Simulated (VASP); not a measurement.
# C (Cmm2) in VASP: further runs

The runs below take C through single point, with r2SCAN.

Program: VASP 6.6.1. These are calculated values, not measurements. Logs are shortened: lines on timing, memory, paths and dates and some standing lists are left out, and cuts for length are marked.

## (1) The cell of the first run

Symmetry: Cmm2, No. 35, orthorhombic system. Conventional cell: a = 5.035 Å, b = 5.035 Å, c = 3.560 Å, α = 90.00°, β = 90.00°, γ = 90.00°. C (site symmetry mm2) has 4 C at 1.49 to 1.59 Å within 2.0 Å. C (site symmetry mm2) has 4 C at 1.54 Å within 2.1 Å. Within 2.1 Å of C (site symmetry 2) lie 4 C at 1.54 Å. C (site symmetry m) has 4 C at 1.49 to 1.54 Å within 2.0 Å. C (site symmetry m) has 4 C at 1.54 to 1.59 Å within 2.1 Å.

## (2) Single point, r2SCAN (atom 1 (C) moved +0.087 Å along Cartesian [0 0 1])

Input file POSCAR:

```
C
1.0
    3.5602834153      0.0000000000      0.0000000000
    0.0000000000     -3.5602834153      0.0000000000
    0.0000000000      0.0000000000     -3.5602834153
C
8
Direct
    0.5000000000      0.0000000000     -0.0245766951
    0.0000000000      0.5000000000      0.0000000000
    0.0000000000      0.0000000000      0.5000000000
    0.5000000000      0.5000000000      0.5000000000
    0.7500000000      0.7500000000      0.7500000000
    0.2500000000      0.2500000000      0.7500000000
    0.2500000000      0.7500000000      0.2500000000
    0.7500000000      0.2500000000      0.2500000000
```

Input file INCAR.step1:

```
SYSTEM = C
PREC = Accurate
ENCUT = 520
ISMEAR = 0
SIGMA = 0.05
LREAL = .False.
LASPH = .True.
NELM = 80
NBANDS = 26
GGA = PE
ALGO = Normal
EDIFF = 1E-4
LWAVE = .True.
LCHARG = .False.
```

Input file INCAR.step2:

```
SYSTEM = C
PREC = Accurate
ENCUT = 520
EDIFF = 1E-6
ISMEAR = 0
SIGMA = 0.05
LREAL = .False.
LASPH = .True.
NELM = 80
ALGO = Normal
ISIF = 2
LWAVE = .False.
LCHARG = .True.
METAGGA = R2SCAN
LMIXTAU = .True.
LELF = .True.
LVHAR = .True.
NBANDS = 26
ISTART = 1
```

Input file KPOINTS:

```
Automatic mesh
0
Gamma
  6 6 6
  0 0 0
```

Potentials or basis: VASP PAW PBE potentials, release 64 (C).

The run is started by

```
> cat potpaw_PBE.64/C/POTCAR > POTCAR
> cp INCAR.step1 INCAR
> mpirun -np 1 vasp_std > vasp.out
> cp INCAR.step2 INCAR
> mpirun -np 1 vasp_std > vasp.out
```

OUTCAR:

```text
SYSTEM = C
   PREC = Accurate
   ENCUT = 520
   EDIFF = 1E-6
   ISMEAR = 0
   LREAL = .False.
   LASPH = .True.
   NELM = 80
   ISIF = 2
   METAGGA = R2SCAN
   ISTART = 1

 ion  position               nearest neighbor table
   1  0.500  0.000  0.975-   5 1.49   6 1.49   7 1.59   8 1.59
   2  0.000  0.500  0.000-   5 1.54   6 1.54   7 1.54   8 1.54
   3  0.000  0.000  0.500-   5 1.54   6 1.54   7 1.54   8 1.54
   4  0.500  0.500  0.500-   5 1.54   6 1.54   7 1.54   8 1.54
   5  0.750  0.750  0.750-   1 1.49   2 1.54   3 1.54   4 1.54
   6  0.250  0.250  0.750-   1 1.49   2 1.54   3 1.54   4 1.54
   7  0.250  0.750  0.250-   2 1.54   3 1.54   4 1.54   1 1.59
   8  0.750  0.250  0.250-   2 1.54   3 1.54   4 1.54   1 1.59

  LATTYP: Found a simple cubic cell.
 ALAT       =     3.5602834153

  Lattice vectors:

 A1 = (   3.5602834153,   0.0000000000,   0.0000000000)
 A2 = (   0.0000000000,  -3.5602834153,   0.0000000000)
 A3 = (   0.0000000000,   0.0000000000,  -3.5602834153)

Analysis of symmetry for initial positions (statically):
=====================================================================
 Subroutine PRICEL returns:
 Original cell was already a primitive cell.

 Routine SETGRP: Setting up the symmetry group for a
 simple cubic supercell.

 Subroutine GETGRP returns: Found  4 space group operations
 (whereof  2 operations were pure point group operations)
 out of a pool of 48 trial point group operations.

The static configuration has the point symmetry C_2 .
 The point group associated with its full space group is C_2v.

Analysis of symmetry for dynamics (positions and initial velocities):
=====================================================================
 Subroutine PRICEL returns:
 Original cell was already a primitive cell.

 Routine SETGRP: Setting up the symmetry group for a
 simple cubic supercell.

 Subroutine GETGRP returns: Found  4 space group operations
 (whereof  2 operations were pure point group operations)
 out of a pool of 48 trial point group operations.

The dynamic configuration has the point symmetry C_2 .
 The point group associated with its full space group is C_2v.

 Subroutine INISYM returns: Found  4 space group operations
 (whereof  2 operations are pure point group operations),
 and found     1 'primitive' translations

----------------------------------------------------------------------------------------

                                     Primitive cell

  volume of cell :      45.1288

  direct lattice vectors                    reciprocal lattice vectors
     3.560283415  0.000000000  0.000000000     0.280876516  0.000000000  0.000000000
     0.000000000 -3.560283415  0.000000000     0.000000000 -0.280876516  0.000000000
     0.000000000  0.000000000 -3.560283415     0.000000000  0.000000000 -0.280876516

  length of vectors
     3.560283415  3.560283415  3.560283415     0.280876516  0.280876516  0.280876516

  position of ions in fractional coordinates (direct lattice)
     0.500000000  0.000000000  0.975423305
     0.000000000  0.500000000  0.000000000
     0.000000000  0.000000000  0.500000000
     0.500000000  0.500000000  0.500000000
     0.750000000  0.750000000  0.750000000
     0.250000000  0.250000000  0.750000000
     0.250000000  0.750000000  0.250000000
     0.750000000  0.250000000  0.250000000

  ion indices of the primitive-cell ions
   primitive index   ion index
                 1           1
                 2           2
                 3           3
                 4           4
                 5           5
                 6           6
                 7           7
                 8           8

----------------------------------------------------------------------------------------

 KPOINTS: Automatic mesh

Automatic generation of k-mesh.
 Grid dimensions read from file:
 generate k-points for:    6    6    6

 Generating k-lattice:

  Cartesian coordinates                     Fractional coordinates (reciprocal lattice)
     0.046812753  0.000000000  0.000000000     0.166666667  0.000000000  0.000000000
     0.000000000 -0.046812753  0.000000000     0.000000000  0.166666667  0.000000000
     0.000000000  0.000000000 -0.046812753     0.000000000  0.000000000  0.166666667

  Length of vectors
     0.046812753  0.046812753  0.046812753

  Shift w.r.t. Gamma in fractional coordinates (k-lattice)
     0.000000000  0.000000000  0.000000000

 Subroutine IBZKPT returns following result:
 ===========================================

 Found     52 irreducible k-points:

 Following reciprocal coordinates:
            Coordinates               Weight
  0.000000  0.000000  0.000000      1.000000
  0.166667  0.000000  0.000000      4.000000
  0.000000  0.000000  0.166667      2.000000
  0.333333  0.000000  0.000000      4.000000
  0.000000  0.000000  0.333333      2.000000
  0.500000  0.000000  0.000000      2.000000
[... 16 lines left out ...]
  0.333333  0.000000  0.500000      4.000000
  0.500000  0.500000  0.000000      1.000000
 [... further k-points ...]
   k-points           NKPTS =     52   k-points in BZ     NKDIM =     52   number of bands    NBANDS=     26
   number of dos      NEDOS =    301   number of ions     NIONS =      8
   total plane-waves  NPLWV =  21952
   dimension x,y,z NGX =    28 NGY =   28 NGZ =   28
   dimension x,y,z NGXF=    56 NGYF=   56 NGZF=   56
   ions per type =               8
   NGX,Y,Z   is equivalent  to a cutoff of  13.07, 13.07, 13.07 a.u.
   NGXF,Y,Z  is equivalent  to a cutoff of  26.15, 26.15, 26.15 a.u.
 SYSTEM =  C
   PREC   = accura    normal or accurate (medium, high low for compatibility)
   ISTART =      1    job   : 0-new  1-cont  2-samecut
   ICHARG =      0    charge: 1-file 2-atom 10-const
   ISPIN  =      1    spin polarized calculation?
   LNONCOLLINEAR =      F non collinear calculations
   LSORBIT =      F    spin-orbit coupling
   LASPH  =      T    aspherical Exc in radial PAW
   ENCUT  =  520.0 eV  38.22 Ry    6.18 a.u.   6.62  6.62  6.62*2*pi/ulx,y,z
   NELM   =     80;   NELMIN=  2; NELMDL=  0     # of ELM steps
   EDIFF  = 0.1E-05   stopping-criterion for ELM
   LREAL  =      F    real-space projection
   EDIFFG = 0.1E-04   stopping-criterion for IOM
   NSW    =      0    number of steps for IOM
   IBRION =     -1    ionic relax: 0-MD 1-quasi-New 2-CG
   NFREE  =      0    steps in history (QN), initial steepest desc. (CG)
   ISIF   =      2    stress and relaxation
   ISYM   =      2    0-nonsym 1-usesym 2-fastsym
   POTIM  = 0.5000    time-step for ionic-motion
   TEBEG  =    0.0;   TEEND  =   0.0 temperature during run
   PSTRESS=    0.0 pullay stress
   NELECT =      32.0000    total number of electrons
   NUPDOWN=      -1.0000    fix difference up-down
   EMIN   =  10.00;   EMAX   =-10.00  energy-range for DOS
   EFERMI =   0.00;   METHOD = LEGACY
   ISMEAR =     0;   SIGMA  =   0.05  broadening in eV -4-tet -1-fermi 0-gaus
   EFERMI_NEDOS =   21; number of points for ismear=-14 and -15
   IALGO  =     38    algorithm
   IMIX   =      4    mixing-type and parameters
     AMIX     =   0.40;   BMIX     =  1.00
     AMIX_MAG =   1.60;   BMIX_MAG =  1.00
  volume/ion in A,a.u.               =       5.64        38.07
  Fermi-wavevector in a.u.,A,eV,Ry     =   1.459846  2.758708 28.996044  2.131149
  Thomas-Fermi vector in A             =   2.576365
   LORBIT       =      0    0 simple, 1 ext, 2 COOP (PROOUT), +10 PAW based schemes
   METAGGA = R2SCAN    functional components
   LHFCALC =     F    Hartree Fock is set to
   AEXX    =    0.0000 exact exchange contribution
   IVDW    =     0    specifies the selected vdW correction
   LEPSILON=     F    determine dielectric tensor
   LRPA    =     F    only Hartree local field effects (RPA)
 non-spin polarized calculation
 Gauss-broadening in eV      SIGMA  =   0.05
  energy-cutoff  :      520.00
  volume of cell :       45.13
 maximum number of plane-waves:      1233
 NGX is ok and might be reduce to    28
   NGX = 13   NGY = 13   NGZ = 13

 number of electron      31.9999998 magnetization

 Free energy of the ion-electron system (eV)
  ---------------------------------------------------
  ext. energy  EPLUGINS =         0.00000000
  ---------------------------------------------------
  free energy    TOTEN  =       -78.45188304 eV

  energy without entropy =      -78.45188304  energy(sigma->0) =      -78.45188304

 E-fermi :  10.3545     XC(G=0): -14.2878

 val. band max:       10.1514211711   @ k =   0.0000   0.0000   0.0000
 cond. band min:      14.1045886879   @ k =   0.3333   0.0000   0.0000
 fundamental gap:      3.9531675168
 Fermi energy:        10.3545131534

 k-point     1 :       0.0000    0.0000    0.0000
  band No.  band energies     occupation
      1     -12.9909      2.00000
      2      -4.1659      2.00000
      3      -4.0225      2.00000
      4      -3.8394      2.00000
      5      -3.8363      2.00000
      6      -3.6807      2.00000
[... 18 lines left out ...]
     25      16.0629      0.00000
     26      23.6583      0.00000

 k-point     2 :       0.1667    0.0000    0.0000
  band No.  band energies     occupation
      1     -12.7221      2.00000
      2      -6.5124      2.00000
      3      -3.9129      2.00000
      4      -3.6953      2.00000
      5      -3.6766      2.00000
      6      -3.4336      2.00000
[... 18 lines left out ...]
     25      17.0596      0.00000
     26      23.7941      0.00000

 k-point     3 :       0.0000    0.0000    0.1667
  band No.  band energies     occupation
      1     -12.7230      2.00000
      2      -6.5004      2.00000
      3      -3.8728      2.00000
      4      -3.6956      2.00000
      5      -3.6795      2.00000
      6      -3.5113      2.00000
[... 572 lines left out ...]
 k-point    23 :       0.3333    0.0000    0.5000
  band No.  band energies     occupation
      1      -9.7516      2.00000
      2      -9.3770      2.00000
      3      -6.8323      2.00000
      4      -6.4589      2.00000
      5      -0.8699      2.00000
      6      -0.8011      2.00000
[... 18 lines left out ...]
     25      21.9501      0.00000
     26      22.3157      0.00000

 k-point    24 :       0.5000    0.5000    0.0000
  band No.  band energies     occupation
      1      -8.4013      2.00000
      2      -8.3786      2.00000
      3      -8.2495      2.00000
      4      -8.2397      2.00000
      5       0.2716      2.00000
      6       0.3709      2.00000
[... 18 lines left out ...]
     25      22.3930      0.00000
     26      22.6697      0.00000

 [... further k-points ...]

------------------------ aborting loop because EDIFF is reached ----------------------------------------

  FORCE on cell =-STRESS in cart. coord.  units (eV):
  Direction    XX          YY          ZZ          XY          YZ          ZX
  --------------------------------------------------------------------------------------
  -------------------------------------------------------------------------------------
  Total        0.6175785      0.6175785      0.4007428      0.2397952      0.0000000      0.0000000
  in kB       21.9254761     21.9254761     14.2273034      8.5132888      0.0000000      0.0000000
  external PRESSURE =      19.3594185 kB  Pullay stress =       0.0000000 kB

 VOLUME and BASIS-vectors are now :
 -----------------------------------------------------------------------------
  energy-cutoff  :      520.00
  volume of cell :       45.13
      direct lattice vectors                 reciprocal lattice vectors
     3.560283415  0.000000000  0.000000000     0.280876516  0.000000000  0.000000000
     0.000000000 -3.560283415  0.000000000     0.000000000 -0.280876516  0.000000000
     0.000000000  0.000000000 -3.560283415     0.000000000  0.000000000 -0.280876516

 POSITION                                       TOTAL-FORCE (eV/Angst)
 -----------------------------------------------------------------------------------
      1.78014      0.00000     -3.47278         0.000000      0.000000     -4.026577
      0.00000     -1.78014      0.00000         0.000000      0.000000     -0.549367
      0.00000      0.00000     -1.78014         0.000000      0.000000      0.602025
      1.78014     -1.78014     -1.78014         0.000000      0.000000      0.602025
      2.67021     -2.67021     -2.67021         0.334121      0.334121      0.914241
      0.89007     -0.89007     -2.67021        -0.334121     -0.334121      0.914241
      0.89007     -2.67021     -0.89007         0.186670     -0.186670      0.771706
      2.67021     -0.89007     -0.89007        -0.186670      0.186670      0.771706
 -----------------------------------------------------------------------------------
    total drift:                                0.000000     -0.000000      0.000061

  FREE ENERGIE OF THE ION-ELECTRON SYSTEM (eV)
  ---------------------------------------------------
  free  energy   TOTEN  =       -78.4518830412 eV

  energy  without entropy=      -78.4518830412  energy(sigma->0) =      -78.45188304
```

Run time: 2.5 min. Hardware: 1 thread of AMD EPYC 9R45 (Zen 5), shared host; peak memory 0.14 GiB.

What came out:

- Free energy: -78.4519 eV
- Pressure: 1.9 GPa
- Largest force: 4.027 eV/Å
- Band gap on the k mesh: 3.95 eV

Forces on the atoms (eV/Å):
```
C    0.000  0.000 -4.027
C    0.000  0.000 -0.549
C    0.000  0.000  0.602
C    0.000  0.000  0.602
C    0.334  0.334  0.914
C   -0.334 -0.334  0.914
C    0.187 -0.187  0.772
C   -0.187  0.187  0.772
```

Levels at points of the mesh, in eV from the valence-band top:
```tsv
k point	band 12	band 13	band 14	band 15	band 16	band 17	band 18	band 19	band 20	band 21
(0.00, 0.00, 0.00)	-7.03	-6.85	-0.71	-0.34	0.00	4.18	4.35	4.65	4.66	4.76
(0.50, 0.00, 0.00)	-5.26	-4.75	-4.75	-4.69	-4.51	4.24	4.27	10.12	10.15	10.60
(0.00, 0.00, 0.50)	-5.19	-5.18	-4.90	-4.62	-4.33	4.17	4.37	10.34	10.41	10.48
(0.50, 0.50, 0.00)	-8.30	-4.03	-3.63	-3.54	-3.14	7.70	7.94	7.96	8.23	9.65
(0.00, 0.50, 0.50)	-8.28	-3.77	-3.59	-3.52	-3.34	7.61	7.77	8.06	8.10	9.97
(0.50, 0.50, 0.50)	-3.37	-3.34	-3.31	-3.13	-2.77	7.71	7.86	8.51	8.51	8.54
```

Caveat: the cell differs from its parent crystal (atom 1 (C) moved +0.087 Å along Cartesian [0 0 1]); the PAW data sets were made with another functional, which shifts forces and pressure a little.

## (3) Single point, r2SCAN (atom 1 (C) moved +0.062 Å along Cartesian [0 0 1])

POSCAR: that of step 2 with these lines changed.

```diff
@@ -8,3 +8,3 @@
 Direct
-    0.5000000000      0.0000000000     -0.0245766951
+    0.5000000000      0.0000000000     -0.0175547822
     0.0000000000      0.5000000000      0.0000000000
```

INCAR.step1: that of step 2 with these lines changed.

```diff
@@ -7,3 +7,3 @@
 LASPH = .True.
-NELM = 80
+NELM = 60
 NBANDS = 26
```

Input file INCAR.step2:

```
SYSTEM = C
PREC = Accurate
ENCUT = 520
EDIFF = 1E-7
ISMEAR = 0
SIGMA = 0.05
LREAL = .False.
LASPH = .True.
NELM = 60
ALGO = Normal
ISIF = 2
LWAVE = .False.
LCHARG = .False.
METAGGA = R2SCAN
LMIXTAU = .True.
NBANDS = 26
ISTART = 1
```

Input file KPOINTS:

```
regular mesh
0
Gamma
  6 6 6
  0 0 0
```

Potentials or basis: VASP PAW PBE potentials, release 64 (C).

The run is started by

```
> cat potpaw_PBE.64/C/POTCAR > POTCAR
> cp INCAR.step1 INCAR
> mpirun -np 1 vasp_std > vasp.out
> cp INCAR.step2 INCAR
> mpirun -np 1 vasp_std > vasp.out
```

Wall time 3.3 min (1 thread of AMD EPYC 9R45 (Zen 5), shared host); peak memory 0.14 GiB.

The run converged. Its results:

```yaml
Free_energy: -78.5383 eV
Pressure: 1.5 GPa
Largest_force: 2.886 eV/Å
Band_gap_on_the_k_mesh: 4.08 eV
```

Forces on the atoms (eV/Å):
```
C    0.000  0.000 -2.886
C    0.000  0.000 -0.393
C    0.000  0.000  0.430
C    0.000  0.000  0.430
C    0.223  0.223  0.641
C   -0.223 -0.223  0.641
C    0.148 -0.148  0.568
C   -0.148  0.148  0.568
```

Stress tensor (GPa, compression positive):
```
1.67 0.59 0.00
0.59 1.67 0.00
0.00 0.00 1.28
```

Levels at points of the mesh, in eV from the valence-band top:
| k point | band 12 | band 13 | band 14 | band 15 | band 16 | band 17 | band 18 | band 19 | band 20 | band 21 |
| --- | --- | --- | --- | --- | --- | --- | --- | --- | --- | --- |
| (0.00, 0.00, 0.00) | -6.94 | -6.81 | -0.51 | -0.25 | 0.00 | 4.44 | 4.56 | 4.75 | 4.76 | 4.84 |
| (0.50, 0.00, 0.00) | -5.15 | -4.65 | -4.65 | -4.62 | -4.51 | 4.37 | 4.38 | 10.36 | 10.38 | 10.77 |
| (0.00, 0.00, 0.50) | -5.10 | -4.96 | -4.75 | -4.56 | -4.35 | 4.31 | 4.46 | 10.46 | 10.56 | 10.71 |
| (0.50, 0.50, 0.00) | -8.23 | -3.79 | -3.51 | -3.44 | -3.16 | 7.89 | 8.06 | 8.08 | 8.27 | 9.92 |
| (0.00, 0.50, 0.50) | -8.22 | -3.62 | -3.48 | -3.44 | -3.31 | 7.85 | 7.95 | 8.15 | 8.19 | 10.13 |
| (0.50, 0.50, 0.50) | -3.26 | -3.24 | -3.22 | -3.10 | -2.83 | 8.06 | 8.17 | 8.63 | 8.63 | 8.65 |

Caveat: the cell differs from its parent crystal (atom 1 (C) moved +0.062 Å along Cartesian [0 0 1]); the PAW data sets were made with another functional, which shifts forces and pressure a little.
